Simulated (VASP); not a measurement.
Set up this calculation in VASP 6.6.1, as the native input.

```
Task                   : single point
Functional             : RPBE
Dispersion             : D4
Potentials or basis    : VASP PAW PBE potentials, release 64 (Te, Be)
Cutoff                 : 520 eV
k mesh                 : 8 × 8 × 8
Occupations            : fermi-dirac, width 0.05 eV
Spin                   : no spin polarisation
Dipole correction      : no
Further INCAR settings : ALGO = Normal; EDIFF = 1e-07; NBANDS = 11
```

The structure of BeTe lies in POSCAR:

```
BeTe
1.0
    0.0000000000      2.7700000000      2.7700000000
    2.7700000000      0.0000000000      2.7700000000
    2.7700000000      2.7700000000      0.0000000000
Te Be
1 1
Direct
    0.7500000000      0.7500000000      0.7500000000
    0.0000000000      0.0000000000      0.0000000000
```

These files were run (other wordings do the same):

INCAR

```
SYSTEM = BeTe
PREC = Accurate ; ENCUT = 520
EDIFF = 1E-7 ; ISMEAR = -1
SIGMA = 0.05 ; LREAL = .False.
LASPH = .True. ; NELM = 100
ALGO = Normal ; ISIF = 2
LWAVE = .False. ; LCHARG = .False.
GGA = RP ; IVDW = 13
NBANDS = 11
```

KPOINTS

```
Automatic mesh
0
Gamma
  8 8 8
  0 0 0
```

Potentials or basis: VASP PAW PBE potentials, release 64 (Te, Be).

Command:

```console
$ cat potpaw_PBE.64/Te/POTCAR potpaw_PBE.64/Be/POTCAR > POTCAR
$ mpirun -np 1 vasp_std > vasp.out
```

It gave:

| Quantity | Value |
| --- | --- |
| Pressure | 0.8 GPa |
| Band gap on the k mesh | 1.93 eV, indirect (least direct gap 3.59 eV) |
| Dispersion energy per atom | -0.647 eV |

Caveat: the PAW data sets were made with another functional, which shifts forces and pressure a little; spin-orbit coupling is left out, which moves the levels of the heavy elements.

Wall time 34 s on 1 thread of Intel Xeon 8259CL (shared host), peak memory 0.17 GiB.
